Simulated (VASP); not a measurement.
# B8HN8 (a cell with a defect) in VASP: relaxation of the atoms with PBE

Aim: the relaxation of the atoms of B8HN8 (a cell with a defect) with PBE.

All numbers are computed with VASP 6.6.1; they aren't measurements. Logs are shortened: lines on timing, memory, paths and dates and some standing lists are left out, and cuts for length are marked.

### Step 1. The cell of the first run

The cell holds a defect, 17 atoms: a = 5.024 Å, b = 5.024 Å, c = 8.343 Å, α = 90.00°, β = 90.00°, γ = 120.00°.

### Step 2. Relaxation of the atoms, PBE (with an interstitial atom)

The input, INCAR:

```
SYSTEM = B8HN8
PREC = Accurate
ENCUT = 520
EDIFF = 1E-6
ISMEAR = 0
SIGMA = 0.01
LREAL = Auto
LASPH = .TRUE.
NELM = 100
ALGO = Normal
ISIF = 2
LWAVE = .FALSE.
LCHARG = .FALSE.
GGA = PE
IBRION = 2
NSW = 65
EDIFFG = -0.025
NELECT = 66.0
```

The input, KPOINTS:

```
Automatic mesh
0
G
  5 5 3
  0 0 0
```

The input, POSCAR:

```
B8HN8
1.0
    2.5121811436      4.3512253786      0.0000000000
    2.5121811436     -4.3512253786      0.0000000000
    0.0000000000      0.0000000000     -8.3431635353
B N H
8 8 1
Direct
    0.1666881411      0.3333762821      0.7143912058
    0.1666881411      0.8333118589      0.7143912058
    0.6666666667      0.3333333333      0.7137064329
    0.6666237179      0.8333118589      0.7143912058
    0.3333333333      0.6666666667      0.2862935671
    0.3333762821      0.1666881411      0.2856087942
    0.8333118589      0.6666237179      0.2856087942
    0.8333118589      0.1666881411      0.2856087942
    0.1667237130      0.3334474261      0.2863162795
    0.1667237130      0.8332762870      0.2863162795
    0.6666666667      0.3333333333      0.2848417724
    0.6665525739      0.8332762870      0.2863162795
    0.3333333333      0.6666666667      0.7151582276
    0.3334474261      0.1667237130      0.7136837205
    0.8332762870      0.6665525739      0.7136837205
    0.8332762870      0.1667237130      0.7136837205
    0.0000000000      0.0000000000      0.0000000000
```

Potentials or basis: VASP PAW PBE potentials, release 64 (B, N, H).

Run with:

```
$ cat potpaw_PBE.64/B/POTCAR potpaw_PBE.64/N/POTCAR potpaw_PBE.64/H/POTCAR > POTCAR
$ mpirun -np 1 vasp_std > vasp.out
```

OUTCAR:

```text
SYSTEM = B8HN8
   PREC = Accurate
   ENCUT = 520
   EDIFF = 1E-6
   ISMEAR = 0
   LREAL = Auto
   LASPH = .TRUE.
   NELM = 100
   ISIF = 2
   GGA = PE
   IBRION = 2
   NSW = 65
   EDIFFG = -0.025
   NELECT = 66.0

 ion  position               nearest neighbor table
   1  0.167  0.333  0.714-  13 1.45  16 1.45  14 1.45
   2  0.167  0.833  0.714-  13 1.45  14 1.45  15 1.45
   3  0.667  0.333  0.714-  14 1.45  15 1.45  16 1.45
   4  0.667  0.833  0.714-  13 1.45  16 1.45  15 1.45
   5  0.333  0.667  0.286-   9 1.45  12 1.45  10 1.45
   6  0.333  0.167  0.286-  11 1.45  10 1.45   9 1.45
[... 8 lines left out ...]
  15  0.833  0.667  0.714-   3 1.45   2 1.45   4 1.45
  16  0.833  0.167  0.714-   3 1.45   1 1.45   4 1.45
  17  0.000  0.000  0.000-

  LATTYP: Found a hexagonal cell.
 ALAT       =     5.0243622873
 C/A-ratio  =     1.6605417879

  Lattice vectors:

 A1 = (   2.5121811436,   4.3512253786,   0.0000000000)
 A2 = (   2.5121811436,  -4.3512253786,   0.0000000000)
 A3 = (   0.0000000000,   0.0000000000,  -8.3431635353)

Analysis of symmetry for initial positions (statically):
=====================================================================
 Subroutine PRICEL returns:
 Original cell was already a primitive cell.

 Routine SETGRP: Setting up the symmetry group for a
 hexagonal supercell.

 Subroutine GETGRP returns: Found 12 space group operations
 (whereof 12 operations were pure point group operations)
 out of a pool of 24 trial point group operations.

The static configuration has the point symmetry D_3d.

Analysis of symmetry for dynamics (positions and initial velocities):
=====================================================================
 Subroutine PRICEL returns:
 Original cell was already a primitive cell.

 Routine SETGRP: Setting up the symmetry group for a
 hexagonal supercell.

 Subroutine GETGRP returns: Found 12 space group operations
 (whereof 12 operations were pure point group operations)
 out of a pool of 24 trial point group operations.

The dynamic configuration has the point symmetry D_3d.

 Subroutine INISYM returns: Found 12 space group operations
 (whereof 12 operations are pure point group operations),
 and found     1 'primitive' translations

----------------------------------------------------------------------------------------

                                     Primitive cell

  volume of cell :     182.3993

  direct lattice vectors                    reciprocal lattice vectors
     2.512181144  4.351225379  0.000000000     0.199030234  0.114910159  0.000000000
     2.512181144 -4.351225379  0.000000000     0.199030234 -0.114910159  0.000000000
     0.000000000  0.000000000 -8.343163535     0.000000000  0.000000000 -0.119858612

  length of vectors
     5.024362287  5.024362287  8.343163535     0.229820318  0.229820318  0.119858612

  position of ions in fractional coordinates (direct lattice)
     0.166688141  0.333376282  0.714391206
     0.166688141  0.833311859  0.714391206
     0.666666667  0.333333333  0.713706433
     0.666623718  0.833311859  0.714391206
     0.333333333  0.666666667  0.286293567
     0.333376282  0.166688141  0.285608794
[... 9 lines left out ...]
     0.833276287  0.166723713  0.713683721
     0.000000000  0.000000000  0.000000000

  ion indices of the primitive-cell ions
   primitive index   ion index
                 1           1
                 2           2
                 3           3
                 4           4
                 5           5
                 6           6
[... 9 lines left out ...]
                16          16
                17          17

----------------------------------------------------------------------------------------

 KPOINTS: Automatic mesh

Automatic generation of k-mesh.
 Grid dimensions read from file:
 generate k-points for:    5    5    3

 Generating k-lattice:

  Cartesian coordinates                     Fractional coordinates (reciprocal lattice)
     0.039806047  0.022982032  0.000000000     0.200000000  0.000000000  0.000000000
     0.039806047 -0.022982032  0.000000000     0.000000000  0.200000000  0.000000000
     0.000000000  0.000000000 -0.039952871     0.000000000  0.000000000  0.333333333

  Length of vectors
     0.045964064  0.045964064  0.039952871

  Shift w.r.t. Gamma in fractional coordinates (k-lattice)
     0.000000000  0.000000000  0.000000000

 Subroutine IBZKPT returns following result:
 ===========================================

 Found     12 irreducible k-points:

 Following reciprocal coordinates:
            Coordinates               Weight
  0.000000  0.000000  0.000000      1.000000
  0.200000  0.000000  0.000000      6.000000
  0.400000  0.000000  0.000000      6.000000
  0.200000  0.200000  0.000000      6.000000
  0.400000  0.200000  0.000000      6.000000
  0.000000  0.000000  0.333333      2.000000
  0.200000  0.000000  0.333333      6.000000
  0.000000  0.200000  0.333333      6.000000
  0.400000  0.000000  0.333333      6.000000
  0.000000  0.400000  0.333333      6.000000
  0.200000  0.200000  0.333333     12.000000
  0.400000  0.200000  0.333333     12.000000
   k-points           NKPTS =     12   k-points in BZ     NKDIM =     12   number of bands    NBANDS=     42
   number of dos      NEDOS =    301   number of ions     NIONS =     17
   total plane-waves  NPLWV = 102400
   dimension x,y,z NGX =    40 NGY =   40 NGZ =   64
   dimension x,y,z NGXF=    80 NGYF=   80 NGZF=  128
   ions per type =               8   8   1
   NGX,Y,Z   is equivalent  to a cutoff of  13.24, 13.24, 12.75 a.u.
   NGXF,Y,Z  is equivalent  to a cutoff of  26.47, 26.47, 25.51 a.u.
 SYSTEM =  B8HN8
   PREC   = accura    normal or accurate (medium, high low for compatibility)
   ISTART =      0    job   : 0-new  1-cont  2-samecut
   ICHARG =      2    charge: 1-file 2-atom 10-const
   ISPIN  =      1    spin polarized calculation?
   LNONCOLLINEAR =      F non collinear calculations
   LSORBIT =      F    spin-orbit coupling
   LASPH  =      T    aspherical Exc in radial PAW
   ENCUT  =  520.0 eV  38.22 Ry    6.18 a.u.   9.34  9.34 15.51*2*pi/ulx,y,z
   NELM   =    100;   NELMIN=  2; NELMDL= -5     # of ELM steps
   EDIFF  = 0.1E-05   stopping-criterion for ELM
   LREAL  =      T    real-space projection
   EDIFFG = -.3E-01   stopping-criterion for IOM
   NSW    =     65    number of steps for IOM
   IBRION =      2    ionic relax: 0-MD 1-quasi-New 2-CG
   NFREE  =      1    steps in history (QN), initial steepest desc. (CG)
   ISIF   =      2    stress and relaxation
   ISYM   =      2    0-nonsym 1-usesym 2-fastsym
   POTIM  = 0.5000    time-step for ionic-motion
   TEBEG  =    0.0;   TEEND  =   0.0 temperature during run
   PSTRESS=    0.0 pullay stress
   NELECT =      66.0000    total number of electrons
   NUPDOWN=      -1.0000    fix difference up-down
   EMIN   =  10.00;   EMAX   =-10.00  energy-range for DOS
   EFERMI =   0.00;   METHOD = LEGACY
   ISMEAR =     0;   SIGMA  =   0.01  broadening in eV -4-tet -1-fermi 0-gaus
   EFERMI_NEDOS =   21; number of points for ismear=-14 and -15
   IALGO  =     38    algorithm
   IMIX   =      4    mixing-type and parameters
     AMIX     =   0.40;   BMIX     =  1.00
     AMIX_MAG =   1.60;   BMIX_MAG =  1.00
  volume/ion in A,a.u.               =      10.73        72.41
  Fermi-wavevector in a.u.,A,eV,Ry     =   1.166581  2.204519 18.516334  1.360912
  Thomas-Fermi vector in A             =   2.303093
   LORBIT       =      0    0 simple, 1 ext, 2 COOP (PROOUT), +10 PAW based schemes
   GGA     = PE    functional components
   LHFCALC =     F    Hartree Fock is set to
   AEXX    =    0.0000 exact exchange contribution
   IVDW    =     0    specifies the selected vdW correction
   LEPSILON=     F    determine dielectric tensor
   LRPA    =     F    only Hartree local field effects (RPA)
 conjugate gradient relaxation of ions
 non-spin polarized calculation
 Gauss-broadening in eV      SIGMA  =   0.01
  energy-cutoff  :      520.00
  volume of cell :      182.40
 maximum number of plane-waves:      4975
 NGX is ok and might be reduce to    40
   NGX = 19   NGY = 19   NGZ = 31

--------------------------------------- Ionic step        1  -------------------------------------------

 number of electron      66.0000002 magnetization

 Free energy of the ion-electron system (eV)
  ---------------------------------------------------
  ext. energy  EPLUGINS =         0.00000000
  ---------------------------------------------------
  free energy    TOTEN  =      -138.55130955 eV

  energy without entropy =     -138.55130955  energy(sigma->0) =     -138.55130955

------------------------ aborting loop because EDIFF is reached ----------------------------------------

  FORCE on cell =-STRESS in cart. coord.  units (eV):
  Direction    XX          YY          ZZ          XY          YZ          ZX
  --------------------------------------------------------------------------------------
  -------------------------------------------------------------------------------------
  Total        4.4168144      4.4168144      8.9157678     -0.0000000     -0.0000000      0.0000000
  in kB       38.7968485     38.7968485     78.3151976     -0.0000000     -0.0000000      0.0000000
  external PRESSURE =      51.9696316 kB  Pullay stress =       0.0000000 kB
[... 134 lines left out ...]
  FREE ENERGIE OF THE ION-ELECTRON SYSTEM (eV)
  ---------------------------------------------------
  free  energy   TOTEN  =      -138.6495701524 eV

  energy  without entropy=     -138.6495701524  energy(sigma->0) =     -138.64957015

[... ionic steps 4 to 8 ...]

--------------------------------------- Ionic step        9  -------------------------------------------

 number of electron      66.0000003 magnetization

------------------------ aborting loop because EDIFF is reached ----------------------------------------

  FORCE on cell =-STRESS in cart. coord.  units (eV):
  Direction    XX          YY          ZZ          XY          YZ          ZX
  --------------------------------------------------------------------------------------
  -------------------------------------------------------------------------------------
  Total        4.0794946      4.0794946      8.2262724      0.0000000      0.0000000      0.0000000
  in kB       35.8338657     35.8338657     72.2587400      0.0000000      0.0000000      0.0000000
  external PRESSURE =      47.9754905 kB  Pullay stress =       0.0000000 kB
[... 87 lines left out ...]
  energy  without entropy=     -138.7068297856  energy(sigma->0) =     -138.70682979

--------------------------------------- Ionic step       11  -------------------------------------------

 number of electron      66.0000004 magnetization

 Free energy of the ion-electron system (eV)
  ---------------------------------------------------
  ext. energy  EPLUGINS =         0.00000000
  ---------------------------------------------------
  free energy    TOTEN  =      -138.70768781 eV

  energy without entropy =     -138.70768781  energy(sigma->0) =     -138.70768781

 E-fermi :   3.4476     XC(G=0):  -8.9977

 val. band max:        3.3773502087   @ k =   0.4000   0.2000   0.3333
 cond. band min:       4.8264554143   @ k =   0.0000   0.0000   0.0000
 fundamental gap:      1.4491052056
 Fermi energy:         3.4476185650

 k-point     1 :       0.0000    0.0000    0.0000
  band No.  band energies     occupation
      1     -17.3667      2.00000
      2     -17.2699      2.00000
      3     -14.2687      2.00000
      4     -14.2624      2.00000
      5     -14.2624      2.00000
      6     -14.2503      2.00000
[... 573 lines left out ...]
  FREE ENERGIE OF THE ION-ELECTRON SYSTEM (eV)
  ---------------------------------------------------
  free  energy   TOTEN  =      -138.7076878109 eV

  energy  without entropy=     -138.7076878109  energy(sigma->0) =     -138.70768781

 reached required accuracy - stopping structural energy minimisation
```

Wall time 27 min (1 thread of Intel Xeon 8259CL, shared host); peak memory 0.35 GiB.

What came out:

```yaml
Free_energy: -138.7077 eV
Energy_gained_by_relaxing: 9.2 meV/atom
Ionic_steps: 11
Largest_force_after_relaxing: 0.014 eV/Å
```

Forces on the atoms (eV/Å):
```
B    0.002 -0.001  0.013
B    0.000  0.002  0.013
B    0.000  0.000  0.011
B   -0.002 -0.001  0.013
B    0.000  0.000 -0.011
B    0.002  0.001 -0.013
B   -0.002  0.001 -0.013
B    0.000 -0.002 -0.013
N   -0.005  0.003 -0.004
N    0.000 -0.005 -0.004
N    0.000  0.000 -0.007
N    0.005  0.003 -0.004
N    0.000  0.000  0.007
N   -0.005 -0.003  0.004
N    0.005 -0.003  0.004
N    0.000  0.005  0.004
H    0.000  0.000  0.000
```

Step by step:
```tsv
step	energy change (eV)	largest force (eV/Å)	pressure (GPa)
1	0.0000	0.7138	5.20
2	-0.0847	0.6262	5.05
3	-0.0983	0.3963	5.10
4	-0.1123	0.4592	4.91
5	-0.1230	0.3669	4.99
6	-0.1421	0.2557	4.94
7	-0.1513	0.1560	4.85
8	-0.1551	0.0891	4.80
9	-0.1552	0.0995	4.80
10	-0.1555	0.0829	4.75
11	-0.1564	0.0136	4.77
```

Final structure:
```
B N H
1.0
     2.51218    4.35123    0.00000
     2.51218   -4.35123    0.00000
     0.00000    0.00000   -8.34316
B N H
8 8 1
Direct
  0.16592 0.33185 0.71843
  0.16592 0.83408 0.71843
  0.66667 0.33333 0.70755
  0.66815 0.83408 0.71843
  0.33333 0.66667 0.29245
  0.33185 0.16592 0.28157
  0.83408 0.66815 0.28157
  0.83408 0.16592 0.28157
  0.16712 0.33423 0.29237
  0.16712 0.83288 0.29237
  0.66667 0.33333 0.27856
  0.66577 0.83288 0.29237
  0.33333 0.66667 0.72144
  0.33423 0.16712 0.70763
  0.83288 0.66577 0.70763
  0.83288 0.16712 0.70763
  0.00000 0.00000 0.00000
```

Caveat: the cell carries a net charge on a neutralising background, which shifts energy and pressure; the cell differs from its parent crystal (with an interstitial atom); the cell is charged against a uniform background, so pressure and absolute levels hang on convention.
